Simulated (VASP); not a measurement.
# PbSe (Fm-3m) in VASP: a series of runs

The runs below take PbSe through single point, with r2SCAN.

All numbers are computed with VASP 6.6.1; they aren't measurements. Logs are shortened: lines on timing, memory, paths and dates and some standing lists are left out, and cuts for length are marked.

### 1 The cell of the first run

Symmetry: Fm-3m, No. 225, cubic system. Conventional cell: a = 6.259 Å, b = 6.259 Å, c = 6.259 Å, α = 90.00°, β = 90.00°, γ = 90.00°. Pb (site symmetry m-3m) has 6 Se at 3.13 Å within 4.1 Å. Se (site symmetry m-3m) has 6 Pb at 3.13 Å within 4.1 Å.

### 2 Single point, r2SCAN (volume scaled by 1.040)

The input, POSCAR:

```
PbSe
1.0
    0.0000000000      3.1296441306      3.1296441306
    3.1296441306      0.0000000000      3.1296441306
    3.1296441306      3.1296441306      0.0000000000
Pb Se
1 1
Direct
    0.5000000000      0.5000000000      0.5000000000
    0.0000000000      0.0000000000      0.0000000000
```

The input, INCAR.step1:

```
ALGO = Normal ; EDIFF = 1E-4
ENCUT = 520 ; GGA = PE
ISMEAR = 0 ; LASPH = True
LCHARG = False ; LREAL = False
LWAVE = True ; NBANDS = 17
NELM = 100 ; PREC = Accurate
SIGMA = 0.05
```

The input, INCAR.step2:

```
ALGO = Normal ; EDIFF = 1E-6
ENCUT = 520 ; ISIF = 2
ISMEAR = 0 ; ISTART = 1
LASPH = True ; LCHARG = False
LMIXTAU = True ; LREAL = False
LWAVE = False ; METAGGA = R2SCAN
NBANDS = 17 ; NELM = 100
PREC = Accurate ; SIGMA = 0.05
```

The input, KPOINTS:

```
k-points
0
Gamma
  10 10 10
```

Potentials or basis: VASP PAW PBE potentials, release 64 (Pb_d, Se).

Launch:

```
$ cat potpaw_PBE.64/Pb_d/POTCAR potpaw_PBE.64/Se/POTCAR > POTCAR
$ cp INCAR.step1 INCAR
$ mpirun -np 1 vasp_std > vasp.out
$ cp INCAR.step2 INCAR
$ mpirun -np 1 vasp_std > vasp.out
```

OUTCAR:

```text
EDIFF = 1E-6
   ENCUT = 520
   ISIF = 2
   ISMEAR = 0
   ISTART = 1
   LASPH = True
   LREAL = False
   METAGGA = R2SCAN
   NELM = 100
   PREC = Accurate

 ion  position               nearest neighbor table
   1  0.500  0.500  0.500-   2 3.13   2 3.13   2 3.13   2 3.13   2 3.13   2 3.13
   2  0.000  0.000  0.000-   1 3.13   1 3.13   1 3.13   1 3.13   1 3.13   1 3.13

  LATTYP: Found a face centered cubic cell.
 ALAT       =     6.2592882612

  Lattice vectors:

 A1 = (   0.0000000000,   3.1296441306,   3.1296441306)
 A2 = (   3.1296441306,   0.0000000000,   3.1296441306)
 A3 = (   3.1296441306,   3.1296441306,   0.0000000000)

Analysis of symmetry for initial positions (statically):
=====================================================================
 Subroutine PRICEL returns:
 Original cell was already a primitive cell.

 Routine SETGRP: Setting up the symmetry group for a
 face centered cubic supercell.

 Subroutine GETGRP returns: Found 48 space group operations
 (whereof 48 operations were pure point group operations)
 out of a pool of 48 trial point group operations.

The static configuration has the point symmetry O_h .

Analysis of symmetry for dynamics (positions and initial velocities):
=====================================================================
 Subroutine PRICEL returns:
 Original cell was already a primitive cell.

 Routine SETGRP: Setting up the symmetry group for a
 face centered cubic supercell.

 Subroutine GETGRP returns: Found 48 space group operations
 (whereof 48 operations were pure point group operations)
 out of a pool of 48 trial point group operations.

The dynamic configuration has the point symmetry O_h .

 Subroutine INISYM returns: Found 48 space group operations
 (whereof 48 operations are pure point group operations),
 and found     1 'primitive' translations

----------------------------------------------------------------------------------------

                                     Primitive cell

  volume of cell :      61.3077

  direct lattice vectors                    reciprocal lattice vectors
     0.000000000  3.129644131  3.129644131    -0.159762573  0.159762573  0.159762573
     3.129644131  0.000000000  3.129644131     0.159762573 -0.159762573  0.159762573
     3.129644131  3.129644131  0.000000000     0.159762573  0.159762573 -0.159762573

  length of vectors
     4.425985175  4.425985175  4.425985175     0.276716894  0.276716894  0.276716894

  position of ions in fractional coordinates (direct lattice)
     0.500000000  0.500000000  0.500000000
     0.000000000  0.000000000  0.000000000

  ion indices of the primitive-cell ions
   primitive index   ion index
                 1           1
                 2           2

----------------------------------------------------------------------------------------

 KPOINTS: k-points

Automatic generation of k-mesh.
 Grid dimensions read from file:
 generate k-points for:   10   10   10

 Generating k-lattice:

  Cartesian coordinates                     Fractional coordinates (reciprocal lattice)
    -0.015976257  0.015976257  0.015976257     0.100000000  0.000000000  0.000000000
     0.015976257 -0.015976257  0.015976257     0.000000000  0.100000000  0.000000000
     0.015976257  0.015976257 -0.015976257     0.000000000  0.000000000  0.100000000

  Length of vectors
     0.027671689  0.027671689  0.027671689

  Shift w.r.t. Gamma in fractional coordinates (k-lattice)
     0.000000000  0.000000000  0.000000000

 Subroutine IBZKPT returns following result:
 ===========================================

 Found     47 irreducible k-points:

 Following reciprocal coordinates:
            Coordinates               Weight
  0.000000  0.000000  0.000000      1.000000
  0.100000  0.000000  0.000000      8.000000
  0.200000  0.000000  0.000000      8.000000
  0.300000  0.000000  0.000000      8.000000
  0.400000  0.000000  0.000000      8.000000
  0.500000  0.000000  0.000000      4.000000
[... 16 lines left out ...]
  0.300000  0.300000  0.000000      6.000000
  0.400000  0.300000  0.000000     24.000000
 [... further k-points ...]
   k-points           NKPTS =     47   k-points in BZ     NKDIM =     47   number of bands    NBANDS=     17
   number of dos      NEDOS =    301   number of ions     NIONS =      2
   total plane-waves  NPLWV =  46656
   dimension x,y,z NGX =    36 NGY =   36 NGZ =   36
   dimension x,y,z NGXF=    72 NGYF=   72 NGZF=   72
   ions per type =               1   1
   NGX,Y,Z   is equivalent  to a cutoff of  13.52, 13.52, 13.52 a.u.
   NGXF,Y,Z  is equivalent  to a cutoff of  27.04, 27.04, 27.04 a.u.
 SYSTEM =  unknown system
   PREC   = accura    normal or accurate (medium, high low for compatibility)
   ISTART =      1    job   : 0-new  1-cont  2-samecut
   ICHARG =      0    charge: 1-file 2-atom 10-const
   ISPIN  =      1    spin polarized calculation?
   LNONCOLLINEAR =      F non collinear calculations
   LSORBIT =      F    spin-orbit coupling
   LASPH  =      T    aspherical Exc in radial PAW
   ENCUT  =  520.0 eV  38.22 Ry    6.18 a.u.   8.23  8.23  8.23*2*pi/ulx,y,z
   NELM   =    100;   NELMIN=  2; NELMDL=  0     # of ELM steps
   EDIFF  = 0.1E-05   stopping-criterion for ELM
   LREAL  =      F    real-space projection
   EDIFFG = 0.1E-04   stopping-criterion for IOM
   NSW    =      0    number of steps for IOM
   IBRION =     -1    ionic relax: 0-MD 1-quasi-New 2-CG
   NFREE  =      0    steps in history (QN), initial steepest desc. (CG)
   ISIF   =      2    stress and relaxation
   ISYM   =      2    0-nonsym 1-usesym 2-fastsym
   POTIM  = 0.5000    time-step for ionic-motion
   TEBEG  =    0.0;   TEEND  =   0.0 temperature during run
   PSTRESS=    0.0 pullay stress
   NELECT =      20.0000    total number of electrons
   NUPDOWN=      -1.0000    fix difference up-down
   EMIN   =  10.00;   EMAX   =-10.00  energy-range for DOS
   EFERMI =   0.00;   METHOD = LEGACY
   ISMEAR =     0;   SIGMA  =   0.05  broadening in eV -4-tet -1-fermi 0-gaus
   EFERMI_NEDOS =   21; number of points for ismear=-14 and -15
   IALGO  =     38    algorithm
   IMIX   =      4    mixing-type and parameters
     AMIX     =   0.40;   BMIX     =  1.00
     AMIX_MAG =   1.60;   BMIX_MAG =  1.00
  volume/ion in A,a.u.               =      30.65       206.86
  Fermi-wavevector in a.u.,A,eV,Ry     =   1.126972  2.129669 17.280302  1.270066
  Thomas-Fermi vector in A             =   2.263656
   LORBIT       =      0    0 simple, 1 ext, 2 COOP (PROOUT), +10 PAW based schemes
   METAGGA = R2SCAN    functional components
   LHFCALC =     F    Hartree Fock is set to
   AEXX    =    0.0000 exact exchange contribution
   IVDW    =     0    specifies the selected vdW correction
   LEPSILON=     F    determine dielectric tensor
   LRPA    =     F    only Hartree local field effects (RPA)
 non-spin polarized calculation
 Gauss-broadening in eV      SIGMA  =   0.05
  energy-cutoff  :      520.00
  volume of cell :       61.31
 maximum number of plane-waves:      1676
 NGX is ok and might be reduce to    36
   NGX = 17   NGY = 17   NGZ = 17

 number of electron      20.0000000 magnetization

 Free energy of the ion-electron system (eV)
  ---------------------------------------------------
  ext. energy  EPLUGINS =         0.00000000
  ---------------------------------------------------
  free energy    TOTEN  =       -71.92554769 eV

  energy without entropy =      -71.92554769  energy(sigma->0) =      -71.92554769

 E-fermi :   4.3202     XC(G=0):  -9.7403

 val. band max:        4.0533377713   @ k =   0.5000   0.0000   0.0000
 cond. band min:       4.8419414420   @ k =   0.5000   0.0000   0.0000
 fundamental gap:      0.7886036707
 Fermi energy:         4.3202208581

 k-point     1 :       0.0000    0.0000    0.0000
  band No.  band energies     occupation
      1     -13.2661      2.00000
      2     -13.2661      2.00000
      3     -13.2661      2.00000
      4     -13.2592      2.00000
      5     -13.2592      2.00000
      6      -9.4763      2.00000
[... 9 lines left out ...]
     16      11.2052      0.00000
     17      12.6304      0.00000

 k-point     2 :       0.1000    0.0000    0.0000
  band No.  band energies     occupation
      1     -13.2657      2.00000
      2     -13.2650      2.00000
      3     -13.2650      2.00000
      4     -13.2598      2.00000
      5     -13.2598      2.00000
      6      -9.4064      2.00000
[... 9 lines left out ...]
     16      11.4227      0.00000
     17      13.3629      0.00000

 k-point     3 :       0.2000    0.0000    0.0000
  band No.  band energies     occupation
      1     -13.2676      2.00000
      2     -13.2676      2.00000
      3     -13.2649      2.00000
      4     -13.2557      2.00000
      5     -13.2557      2.00000
      6      -9.2087      2.00000
[... 9 lines left out ...]
     16      11.9933      0.00000
     17      14.7899      0.00000

 k-point     4 :       0.3000    0.0000    0.0000
  band No.  band energies     occupation
      1     -13.2732      2.00000
      2     -13.2732      2.00000
      3     -13.2639      2.00000
      4     -13.2483      2.00000
      5     -13.2483      2.00000
      6      -8.9258      2.00000
[... 9 lines left out ...]
     16      12.8666      0.00000
     17      16.0727      0.00000

 k-point     5 :       0.4000    0.0000    0.0000
  band No.  band energies     occupation
      1     -13.2779      2.00000
      2     -13.2779      2.00000
      3     -13.2632      2.00000
      4     -13.2421      2.00000
      5     -13.2421      2.00000
      6      -8.6505      2.00000
[... 9 lines left out ...]
     16      13.9788      0.00000
     17      15.5443      0.00000

 k-point     6 :       0.5000    0.0000    0.0000
  band No.  band energies     occupation
      1     -13.2797      2.00000
      2     -13.2797      2.00000
      3     -13.2630      2.00000
      4     -13.2397      2.00000
      5     -13.2397      2.00000
      6      -8.5290      2.00000
[... 9 lines left out ...]
     16      14.8285      0.00000
     17      14.8285      0.00000

 k-point     7 :       0.1000    0.1000    0.0000
  band No.  band energies     occupation
      1     -13.2673      2.00000
      2     -13.2641      2.00000
      3     -13.2630      2.00000
      4     -13.2630      2.00000
      5     -13.2578      2.00000
      6      -9.3827      2.00000
[... 9 lines left out ...]
     16      11.8270      0.00000
     17      13.0403      0.00000

 k-point     8 :       0.2000    0.1000    0.0000
  band No.  band energies     occupation
      1     -13.2708      2.00000
      2     -13.2673      2.00000
      3     -13.2625      2.00000
      4     -13.2588      2.00000
      5     -13.2541      2.00000
      6      -9.2263      2.00000
[... 9 lines left out ...]
     16      12.4720      0.00000
     17      13.9152      0.00000
[... 203 lines left out ...]
      1     -13.3034      2.00000
      2     -13.2668      2.00000
      3     -13.2626      2.00000
      4     -13.2466      2.00000
      5     -13.2380      2.00000
      6      -8.4325      2.00000
[... 9 lines left out ...]
     16      15.1879      0.00000
     17      15.5617      0.00000

 k-point    20 :      -0.4000    0.2000    0.0000
  band No.  band energies     occupation
      1     -13.2982      2.00000
      2     -13.2705      2.00000
      3     -13.2580      2.00000
      4     -13.2478      2.00000
      5     -13.2410      2.00000
      6      -8.4022      2.00000
[... 9 lines left out ...]
     16      13.9918      0.00000
     17      16.2137      0.00000

 k-point    21 :      -0.3000    0.2000    0.0000
  band No.  band energies     occupation
      1     -13.2883      2.00000
      2     -13.2719      2.00000
      3     -13.2583      2.00000
      4     -13.2475      2.00000
      5     -13.2472      2.00000
      6      -8.5670      2.00000
[... 9 lines left out ...]
     16      14.1319      0.00000
     17      15.3325      0.00000

 k-point    22 :      -0.2000    0.2000    0.0000
  band No.  band energies     occupation
      1     -13.2775      2.00000
      2     -13.2712      2.00000
      3     -13.2619      2.00000
      4     -13.2537      2.00000
      5     -13.2473      2.00000
      6      -8.8264      2.00000
[... 9 lines left out ...]
     16      14.0545      0.00000
     17      14.7420      0.00000

 k-point    23 :       0.3000    0.3000    0.0000
  band No.  band energies     occupation
      1     -13.3123      2.00000
      2     -13.2747      2.00000
      3     -13.2497      2.00000
      4     -13.2443      2.00000
      5     -13.2443      2.00000
      6      -8.7315      2.00000
[... 9 lines left out ...]
     16      14.6250      0.00000
     17      15.1307      0.00000

 k-point    24 :       0.4000    0.3000    0.0000
  band No.  band energies     occupation
      1     -13.3253      2.00000
      2     -13.2746      2.00000
      3     -13.2512      2.00000
      4     -13.2406      2.00000
      5     -13.2383      2.00000
      6      -8.5192      2.00000
[... 9 lines left out ...]
     16      15.3241      0.00000
     17      15.9993      0.00000

 [... further k-points ...]
[... 5 lines left out ...]
  --------------------------------------------------------------------------------------
  -------------------------------------------------------------------------------------
  Total       -0.7115030     -0.7115030     -0.7115030      0.0000000     -0.0000000     -0.0000000
  in kB      -18.5939850    -18.5939850    -18.5939850      0.0000000     -0.0000000     -0.0000000
  external PRESSURE =     -18.5939850 kB  Pullay stress =       0.0000000 kB

 VOLUME and BASIS-vectors are now :
 -----------------------------------------------------------------------------
  energy-cutoff  :      520.00
  volume of cell :       61.31
      direct lattice vectors                 reciprocal lattice vectors
     0.000000000  3.129644131  3.129644131    -0.159762573  0.159762573  0.159762573
     3.129644131  0.000000000  3.129644131     0.159762573 -0.159762573  0.159762573
     3.129644131  3.129644131  0.000000000     0.159762573  0.159762573 -0.159762573

 POSITION                                       TOTAL-FORCE (eV/Angst)
 -----------------------------------------------------------------------------------
      3.12964      3.12964      3.12964         0.000000     -0.000000      0.000000
      0.00000      0.00000      0.00000        -0.000000      0.000000     -0.000000
 -----------------------------------------------------------------------------------
    total drift:                                0.000000      0.000000      0.000000

  FREE ENERGIE OF THE ION-ELECTRON SYSTEM (eV)
  ---------------------------------------------------
  free  energy   TOTEN  =       -71.9255476926 eV

  energy  without entropy=      -71.9255476926  energy(sigma->0) =      -71.92554769
```

Wall time 1.8 min (1 thread of Intel Xeon 6975P-C (Granite Rapids), shared host); peak memory 0.24 GiB.

Results:

```
Free energy            : -71.9255 eV
Pressure               : -1.9 GPa
Band gap on the k mesh : 0.79 eV, direct
```

Caveat: the PAW data sets were made with another functional, which shifts forces and pressure a little; spin-orbit coupling is left out, which moves the levels of the heavy elements.

### 3 Single point, r2SCAN (volume scaled by 1.070)

The input, POSCAR:

```
PbSe
1.0
    0.0000000000      3.1594520592      3.1594520592
    3.1594520592      0.0000000000      3.1594520592
    3.1594520592      3.1594520592      0.0000000000
Pb Se
1 1
Direct
    0.5000000000      0.5000000000      0.5000000000
    0.0000000000      0.0000000000      0.0000000000
```

The input, INCAR.step1:

```
SYSTEM = PbSe
PREC = Accurate ; ENCUT = 520
ISMEAR = 0 ; SIGMA = 0.05
LREAL = .FALSE. ; LASPH = .TRUE.
NELM = 80 ; NBANDS = 17
GGA = PE ; ALGO = Normal
EDIFF = 1E-4 ; LWAVE = .TRUE.
LCHARG = .FALSE.
```

The input, INCAR.step2:

```
SYSTEM = PbSe
PREC = Accurate ; ENCUT = 520
EDIFF = 1E-6 ; ISMEAR = 0
SIGMA = 0.05 ; LREAL = .FALSE.
LASPH = .TRUE. ; NELM = 80
ALGO = Normal ; ISIF = 2
LWAVE = .FALSE. ; LCHARG = .FALSE.
METAGGA = R2SCAN ; LMIXTAU = .TRUE.
NBANDS = 17 ; ISTART = 1
```

The input, KPOINTS:

```
Automatic mesh
0
G
  10 10 10
  0 0 0
```

Potentials or basis: VASP PAW PBE potentials, release 64 (Pb_d, Se).

Launch:

```
$ cat potpaw_PBE.64/Pb_d/POTCAR potpaw_PBE.64/Se/POTCAR > POTCAR
$ cp INCAR.step1 INCAR
$ mpirun -np 1 vasp_std > vasp.out
$ cp INCAR.step2 INCAR
$ mpirun -np 1 vasp_std > vasp.out
```

It took 1.9 min on 1 thread of Intel Xeon 6975P-C (Granite Rapids), shared host; peak memory 0.24 GiB.

The run converged. Its results:

```yaml
Free_energy: -71.8990 eV
Pressure: -3.0 GPa
Band_gap_on_the_k_mesh: 0.86 eV, direct
```

Levels at points of the mesh, in eV from the valence-band top:
```tsv
k point	band 6	band 7	band 8	band 9	band 10	band 11	band 12	band 13	band 14	band 15
(0.00, 0.00, 0.00)	-13.29	-6.45	-1.52	-1.52	-1.52	4.88	4.88	4.88	7.22	7.22
(0.50, 0.00, 0.00)	-12.40	-8.49	-1.17	-1.17	0.00	0.86	2.18	2.18	9.01	10.51
(0.50, 0.50, 0.00)	-12.13	-7.34	-4.29	-2.72	-2.72	4.47	5.69	5.69	6.11	11.71
```

Caveat: the PAW data sets were made with another functional, which shifts forces and pressure a little; spin-orbit coupling is left out, which moves the levels of the heavy elements. A k mesh can miss the band edges.
